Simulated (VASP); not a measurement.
# Zn4HO4 (a cell with a defect) in VASP: notebook

The runs below take Zn4HO4 (a cell with a defect) through single point, with PBEsol.

All numbers are computed with VASP 6.6.1; they aren't measurements. Logs are shortened: lines on timing, memory, paths and dates and some standing lists are left out, and cuts for length are marked.

### Step 1. The cell of the first run

The cell holds a defect, 9 atoms: a = 5.515 Å, b = 5.515 Å, c = 3.243 Å, α = 90.00°, β = 90.00°, γ = 90.00°.

### Step 2. Single point, PBEsol

File INCAR:

```
SYSTEM = Zn4HO4
ALGO = Normal ; EDIFF = 1E-6
ENCUT = 520 ; GGA = PS
ISIF = 2 ; ISMEAR = 0
LASPH = .True. ; LCHARG = .False.
LREAL = .False. ; LWAVE = .False.
NBANDS = 46 ; NELM = 80
PREC = Accurate ; SIGMA = 0.05
```

File KPOINTS:

```
k-points
0
Gamma
  4 4 8
  0 0 0
```

File POSCAR:

```
Zn4HO4
1.0
    5.5148137916      0.0000000000      0.0000000000
    0.0000000000      5.5148137916      0.0000000000
    0.0000000000      0.0000000000      3.2430062931
Zn O H
4 4 1
Direct
    0.1820657240      0.1820657240      0.5000000000
    0.8179342760      0.8179342760      0.5000000000
    0.6820657240      0.3179342760      0.0000000000
    0.3179342760      0.6820657240      0.0000000000
    0.8180023132      0.1819976868      0.5000000000
    0.1819976868      0.8180023132      0.5000000000
    0.6819976868      0.6819976868      0.0000000000
    0.3180023132      0.3180023132      0.0000000000
    1.0000405349     -0.5180023132      0.0000000000
```

Potentials or basis: VASP PAW PBE potentials, release 64 (Zn, O, H).

Run with:

```
$ cat potpaw_PBE.64/Zn/POTCAR potpaw_PBE.64/O/POTCAR potpaw_PBE.64/H/POTCAR > POTCAR
$ mpirun -np 1 vasp_std > vasp.out
```

OUTCAR:

```text
SYSTEM = Zn4HO4
   EDIFF = 1E-6
   ENCUT = 520
   GGA = PS
   ISIF = 2
   ISMEAR = 0
   LASPH = .True.
   LREAL = .False.
   NELM = 80
   PREC = Accurate

 ion  position               nearest neighbor table
   1  0.182  0.182  0.500-   8 1.94   8 1.94   5 2.01   6 2.01   2 2.84
   2  0.818  0.818  0.500-   7 1.94   7 1.94   5 2.01   6 2.01   1 2.84
   3  0.682  0.318  0.000-   5 1.94   5 1.94   8 2.01   7 2.01   4 2.84
   4  0.318  0.682  0.000-   6 1.94   6 1.94   8 2.01   7 2.01   3 2.84
   5  0.818  0.182  0.500-   3 1.94   3 1.94   1 2.01   2 2.01
   6  0.182  0.818  0.500-   4 1.94   4 1.94   1 2.01   2 2.01
   7  0.682  0.682  0.000-   2 1.94   2 1.94   4 2.01   3 2.01
   8  0.318  0.318  0.000-   1 1.94   1 1.94   4 2.01   3 2.01
   9  0.000  0.482  0.000-

  LATTYP: Found a simple tetragonal cell.
 ALAT       =     5.5148137916
 C/A-ratio  =     0.5880536344

  Lattice vectors:

 A1 = (   5.5148137916,   0.0000000000,   0.0000000000)
 A2 = (   0.0000000000,   5.5148137916,   0.0000000000)
 A3 = (   0.0000000000,   0.0000000000,   3.2430062931)

Analysis of symmetry for initial positions (statically):
=====================================================================
 Subroutine PRICEL returns:
 Original cell was already a primitive cell.

 Routine SETGRP: Setting up the symmetry group for a
 simple tetragonal supercell.

 Subroutine GETGRP returns: Found  2 space group operations
 (whereof  2 operations were pure point group operations)
 out of a pool of 16 trial point group operations.

The static configuration has the point symmetry C_1h.

Analysis of symmetry for dynamics (positions and initial velocities):
=====================================================================
 Subroutine PRICEL returns:
 Original cell was already a primitive cell.

 Routine SETGRP: Setting up the symmetry group for a
 simple tetragonal supercell.

 Subroutine GETGRP returns: Found  2 space group operations
 (whereof  2 operations were pure point group operations)
 out of a pool of 16 trial point group operations.

The dynamic configuration has the point symmetry C_1h.

 Subroutine INISYM returns: Found  2 space group operations
 (whereof  2 operations are pure point group operations),
 and found     1 'primitive' translations

----------------------------------------------------------------------------------------

                                     Primitive cell

  volume of cell :      98.6301

  direct lattice vectors                    reciprocal lattice vectors
     5.514813792  0.000000000  0.000000000     0.181329785  0.000000000  0.000000000
     0.000000000  5.514813792  0.000000000     0.000000000  0.181329785  0.000000000
     0.000000000  0.000000000  3.243006293     0.000000000  0.000000000  0.308355862

  length of vectors
     5.514813792  5.514813792  3.243006293     0.181329785  0.181329785  0.308355862

  position of ions in fractional coordinates (direct lattice)
     0.182065724  0.182065724  0.500000000
     0.817934276  0.817934276  0.500000000
     0.682065724  0.317934276  0.000000000
     0.317934276  0.682065724  0.000000000
     0.818002313  0.181997687  0.500000000
     0.181997687  0.818002313  0.500000000
     0.681997687  0.681997687  0.000000000
     0.318002313  0.318002313  0.000000000
     0.000040535  0.481997687  0.000000000

  ion indices of the primitive-cell ions
   primitive index   ion index
                 1           1
                 2           2
                 3           3
                 4           4
                 5           5
                 6           6
                 7           7
                 8           8
                 9           9

----------------------------------------------------------------------------------------

 KPOINTS: k-points

Automatic generation of k-mesh.
 Grid dimensions read from file:
 generate k-points for:    4    4    8

 Generating k-lattice:

  Cartesian coordinates                     Fractional coordinates (reciprocal lattice)
     0.045332446  0.000000000  0.000000000     0.250000000  0.000000000  0.000000000
     0.000000000  0.045332446  0.000000000     0.000000000  0.250000000  0.000000000
     0.000000000  0.000000000  0.038544483     0.000000000  0.000000000  0.125000000

  Length of vectors
     0.045332446  0.045332446  0.038544483

  Shift w.r.t. Gamma in fractional coordinates (k-lattice)
     0.000000000  0.000000000  0.000000000

 Subroutine IBZKPT returns following result:
 ===========================================

 Found     50 irreducible k-points:

 Following reciprocal coordinates:
            Coordinates               Weight
  0.000000  0.000000  0.000000      1.000000
  0.250000  0.000000  0.000000      2.000000
  0.000000  0.250000  0.000000      2.000000
  0.500000  0.000000  0.000000      1.000000
  0.000000  0.500000  0.000000      1.000000
  0.250000  0.250000  0.000000      2.000000
[... 16 lines left out ...]
  0.000000  0.250000  0.250000      4.000000
  0.500000  0.000000  0.250000      2.000000
 [... further k-points ...]
   k-points           NKPTS =     50   k-points in BZ     NKDIM =     50   number of bands    NBANDS=     46
   number of dos      NEDOS =    301   number of ions     NIONS =      9
   total plane-waves  NPLWV =  42336
   dimension x,y,z NGX =    42 NGY =   42 NGZ =   24
   dimension x,y,z NGXF=    84 NGYF=   84 NGZF=   48
   ions per type =               4   4   1
   NGX,Y,Z   is equivalent  to a cutoff of  12.66, 12.66, 12.30 a.u.
   NGXF,Y,Z  is equivalent  to a cutoff of  25.32, 25.32, 24.61 a.u.
 SYSTEM =  Zn4HO4
   PREC   = accura    normal or accurate (medium, high low for compatibility)
   ISTART =      0    job   : 0-new  1-cont  2-samecut
   ICHARG =      2    charge: 1-file 2-atom 10-const
   ISPIN  =      1    spin polarized calculation?
   LNONCOLLINEAR =      F non collinear calculations
   LSORBIT =      F    spin-orbit coupling
   LASPH  =      T    aspherical Exc in radial PAW
   ENCUT  =  520.0 eV  38.22 Ry    6.18 a.u.  10.25 10.25  6.03*2*pi/ulx,y,z
   NELM   =     80;   NELMIN=  2; NELMDL= -5     # of ELM steps
   EDIFF  = 0.1E-05   stopping-criterion for ELM
   LREAL  =      F    real-space projection
   EDIFFG = 0.1E-04   stopping-criterion for IOM
   NSW    =      0    number of steps for IOM
   IBRION =     -1    ionic relax: 0-MD 1-quasi-New 2-CG
   NFREE  =      0    steps in history (QN), initial steepest desc. (CG)
   ISIF   =      2    stress and relaxation
   ISYM   =      2    0-nonsym 1-usesym 2-fastsym
   POTIM  = 0.5000    time-step for ionic-motion
   TEBEG  =    0.0;   TEEND  =   0.0 temperature during run
   PSTRESS=    0.0 pullay stress
   NELECT =      73.0000    total number of electrons
   NUPDOWN=      -1.0000    fix difference up-down
   EMIN   =  10.00;   EMAX   =-10.00  energy-range for DOS
   EFERMI =   0.00;   METHOD = LEGACY
   ISMEAR =     0;   SIGMA  =   0.05  broadening in eV -4-tet -1-fermi 0-gaus
   EFERMI_NEDOS =   21; number of points for ismear=-14 and -15
   IALGO  =     38    algorithm
   IMIX   =      4    mixing-type and parameters
     AMIX     =   0.40;   BMIX     =  1.00
     AMIX_MAG =   1.60;   BMIX_MAG =  1.00
  volume/ion in A,a.u.               =      10.96        73.95
  Fermi-wavevector in a.u.,A,eV,Ry     =   1.480855  2.798411 29.836656  2.192932
  Thomas-Fermi vector in A             =   2.594838
   LORBIT       =      0    0 simple, 1 ext, 2 COOP (PROOUT), +10 PAW based schemes
   GGA     = PS    functional components
   LHFCALC =     F    Hartree Fock is set to
   AEXX    =    0.0000 exact exchange contribution
   IVDW    =     0    specifies the selected vdW correction
   LEPSILON=     F    determine dielectric tensor
   LRPA    =     F    only Hartree local field effects (RPA)
 non-spin polarized calculation
 Gauss-broadening in eV      SIGMA  =   0.05
  energy-cutoff  :      520.00
  volume of cell :       98.63
 maximum number of plane-waves:      2684
 NGX is ok and might be reduce to    42
   NGX = 21   NGY = 21   NGZ = 13

 number of electron      73.0000001 magnetization

 Free energy of the ion-electron system (eV)
  ---------------------------------------------------
  ext. energy  EPLUGINS =         0.00000000
  ---------------------------------------------------
  free energy    TOTEN  =       -39.56229098 eV

  energy without entropy =      -39.56013001  energy(sigma->0) =      -39.56121049

 E-fermi :   2.1357     XC(G=0): -11.1653

 val. band max:        2.0691661899   @ k =   0.5000   0.0000   0.2500
 cond. band min:       2.1384434480   @ k =   0.2500   0.2500   0.2500
 fundamental gap:      0.0692772581
 Fermi energy:         2.1357403041

 k-point     1 :       0.0000    0.0000    0.0000
  band No.  band energies     occupation
      1     -17.1879      2.00000
      2     -16.5354      2.00000
      3     -16.2743      2.00000
      4     -16.2416      2.00000
      5      -5.5038      2.00000
      6      -5.2250      2.00000
[... 38 lines left out ...]
     45      11.1211      0.00000
     46      13.1830      0.00000

 k-point     2 :       0.2500    0.0000    0.0000
  band No.  band energies     occupation
      1     -17.1009      2.00000
      2     -16.6152      2.00000
      3     -16.3350      2.00000
      4     -16.1931      2.00000
      5      -5.5096      2.00000
      6      -5.3429      2.00000
[... 38 lines left out ...]
     45      11.5477      0.00000
     46      12.1668      0.00000

 k-point     3 :       0.0000    0.2500    0.0000
  band No.  band energies     occupation
      1     -17.1059      2.00000
      2     -16.6096      2.00000
      3     -16.3392      2.00000
      4     -16.1902      2.00000
      5      -5.5092      2.00000
      6      -5.2836      2.00000
[... 1018 lines left out ...]
     45      10.4247      0.00000
     46      10.7843      0.00000

 k-point    24 :       0.5000    0.0000    0.2500
  band No.  band energies     occupation
      1     -16.7798      2.00000
      2     -16.6086      2.00000
      3     -16.2814      2.00000
      4     -16.1053      2.00000
      5      -5.5344      2.00000
      6      -5.2644      2.00000
[... 38 lines left out ...]
     45      10.0673      0.00000
     46      10.4184      0.00000

 [... further k-points ...]
[... 5 lines left out ...]
  --------------------------------------------------------------------------------------
  -------------------------------------------------------------------------------------
  Total        0.6607003      2.7513666      2.7202155     -0.6253414      0.0000000      0.0000000
  in kB       10.7326162     44.6940337     44.1880060    -10.1582358      0.0000000      0.0000000
  external PRESSURE =      33.2048853 kB  Pullay stress =       0.0000000 kB

 VOLUME and BASIS-vectors are now :
 -----------------------------------------------------------------------------
  energy-cutoff  :      520.00
  volume of cell :       98.63
      direct lattice vectors                 reciprocal lattice vectors
     5.514813792  0.000000000  0.000000000     0.181329785  0.000000000  0.000000000
     0.000000000  5.514813792  0.000000000     0.000000000  0.181329785  0.000000000
     0.000000000  0.000000000  3.243006293     0.000000000  0.000000000  0.308355862

 POSITION                                       TOTAL-FORCE (eV/Angst)
 -----------------------------------------------------------------------------------
      1.00406      1.00406      1.62150        -0.225764     -0.148762      0.000000
      4.51076      4.51076      1.62150         0.188830      0.072046      0.000000
      3.76147      1.75335      0.00000         0.510380      0.111949      0.000000
      1.75335      3.76147      0.00000        -0.409792      0.028221      0.000000
      4.51113      1.00368      1.62150        -0.263527     -0.499993      0.000000
      1.00368      4.51113      1.62150         0.190629      0.405769      0.000000
      3.76109      3.76109      0.00000        -0.616845      0.331601      0.000000
      1.75372      1.75372      0.00000         0.648717     -0.330161      0.000000
      0.00022      2.65813      0.00000        -0.022627      0.029331      0.000000
 -----------------------------------------------------------------------------------
    total drift:                               -0.000122     -0.000217     -0.000000

  FREE ENERGIE OF THE ION-ELECTRON SYSTEM (eV)
  ---------------------------------------------------
  free  energy   TOTEN  =       -39.5622909819 eV

  energy  without entropy=      -39.5601300071  energy(sigma->0) =      -39.56121049
```

Wall time 8.3 min (1 thread of AMD EPYC 7R13, shared host); peak memory 0.28 GiB.

What came out:

| Quantity | Value |
| --- | --- |
| Free energy | -39.5623 eV |
| Pressure | 3.3 GPa |
| Largest force | 0.728 eV/Å |

Forces on the atoms (eV/Å):
```
Zn  -0.226 -0.149  0.000
Zn   0.189  0.072  0.000
Zn   0.510  0.112  0.000
Zn  -0.410  0.028  0.000
O   -0.264 -0.500  0.000
O    0.191  0.406  0.000
O   -0.617  0.332  0.000
O    0.649 -0.330  0.000
H   -0.023  0.029  0.000
```

Caveat: the PAW data sets were made with another functional, which shifts forces and pressure a little; an odd number of electrons without spin polarisation forces a metal; a magnetic or distorted state may lie lower.

### Step 3. Single point, PBEsol

File INCAR:

```
PREC = Accurate
ENCUT = 520
EDIFF = 1E-7
ISMEAR = 0
SIGMA = 0.05
LREAL = F
LASPH = T
NELM = 80
ALGO = Normal
ISIF = 2
LWAVE = F
LCHARG = F
GGA = PS
NBANDS = 46
```

File KPOINTS:

```
regular mesh
0
Gamma
  4 4 8
```

File POSCAR:

```
Zn4HO4
1.0
    5.5148137916      0.0000000000      0.0000000000
    0.0000000000      5.5148137916      0.0000000000
    0.0000000000      0.0000000000      3.2430062931
Zn O H
4 4 1
Direct
    0.2081980282      0.1601471498      0.5000000000
    0.7916511192      0.8358976687      0.5000000000
    0.7200592750      0.3491765282      0.0000000000
    0.2799964781      0.6469462183      0.0000000000
    0.8399416875      0.1900723666      0.5000000000
    0.1599779545      0.8058924937      0.5000000000
    0.6367037038      0.7077114130      0.0000000000
    0.3633011258      0.2883303672      0.0000000000
    1.0002111628     -0.5021765186      0.0000000000
```

Potentials or basis: VASP PAW PBE potentials, release 64 (Zn, O, H).

Run with:

```
$ cat potpaw_PBE.64/Zn/POTCAR potpaw_PBE.64/O/POTCAR potpaw_PBE.64/H/POTCAR > POTCAR
$ mpirun -np 1 vasp_std > vasp.out
```

It took 8.4 min on 1 thread of AMD EPYC 7R13, shared host; peak memory 0.28 GiB.

It converged, with:

| Item | Value |
| --- | --- |
| Free energy | -39.9036 eV |
| Pressure | 0.8 GPa |
| Largest force | 0.037 eV/Å |

Forces on the atoms (eV/Å):
```
Zn   0.004  0.012  0.000
Zn   0.001 -0.013  0.000
Zn   0.034  0.009  0.000
Zn  -0.034 -0.012  0.000
O    0.010  0.021  0.000
O   -0.011 -0.015  0.000
O    0.007  0.024  0.000
O   -0.008 -0.025  0.000
H   -0.003  0.000  0.000
```

Stress tensor (GPa, compression positive):
```
-1.75 -1.06  0.00
-1.06  3.18  0.00
 0.00  0.00  0.90
```

Levels at points of the mesh, in eV from the Fermi level:
```csv
k point,band 35,band 36,band 37,band 38,band 39,band 40
"(0.00, 0.00, 0.00)",-0.95,-0.90,-0.73,2.77,4.25,4.55
"(0.50, 0.00, 0.00)",-1.10,-1.10,-0.53,2.42,4.64,5.63
"(0.00, 0.50, 0.00)",-1.18,-1.14,0.23,2.48,3.72,4.50
"(0.50, 0.50, 0.00)",-1.57,-1.56,-0.22,3.33,3.49,4.31
"(0.00, 0.00, 0.50)",-2.17,-2.16,0.50,4.74,6.23,6.59
"(0.50, 0.00, 0.50)",-2.08,-1.67,-0.24,4.34,5.29,6.23
"(0.00, 0.50, 0.50)",-1.92,-1.77,0.64,5.17,5.57,6.15
"(0.50, 0.50, 0.50)",-1.93,-1.92,-0.67,4.31,5.11,5.41
```

Caveat: the PAW data sets were made with another functional, which shifts forces and pressure a little; an odd number of electrons without spin polarisation forces a metal; a magnetic or distorted state may lie lower.
